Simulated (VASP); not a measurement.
Crystal: LiYHg.

```
Li Y Hg
1.0
     3.48050    0.00000    0.00000
     0.00000    3.48050    0.00000
     0.00000    0.00000    5.80768
Li Y Hg
1 1 1
Cartesian
  0.0000 0.0000 0.0000
  0.0000 0.0000 2.9038
  1.7403 1.7403 0.0000
```

```yaml
Program: VASP 6.6.1
Task: relaxation of cell and atoms
Functional: PBE
Potentials_or_basis: VASP PAW PBE potentials, release 64 (Li_sv, Y_sv, Hg)
Cutoff: 600 eV
k_mesh: 6 × 6 × 4
Occupations: gaussian, width 0.1 eV
Spin: no spin polarisation
```

At the start: pressure 0.6 GPa; volume 23.45 Å³/atom.

Task: How do energy, volume and symmetry change on relaxing?

Result: Over 5 steps the energy falls by 26.3 meV/atom and the volume is 23.16 Å³/atom (-1.2 %); space group P4/mmm (No. 123, to 0.05 Å).

Step by step:
```csv
step,energy change (eV),largest force (eV/Å),pressure (GPa),volume (Å³)
1,0.0000,0.0000,0.57,70.35
2,-0.0700,0.0000,-0.58,71.15
3,-0.0737,0.0000,-0.83,71.34
4,-0.0785,0.0000,-0.28,70.06
5,-0.0790,0.0000,-0.02,69.49
```

Final structure:
```yaml
crystal:
  lattice:
    - [3.55246, 0.00000, 0.00000]
    - [0.00000, 3.55246, 0.00000]
    - [0.00000, 0.00000, 5.50649]
  atoms:
    - { symbol: Li, position: [0.00000, 0.00000, 0.00000] }
    - { symbol: Y, position: [0.00000, 0.00000, 0.50000] }
    - { symbol: Hg, position: [0.50000, 0.50000, 0.00000] }
```

Caveat: the cutoff is under 1.25 times the usual one of these potentials, so pressure, stress and relaxed cells hold a basis-set (Pulay) error.
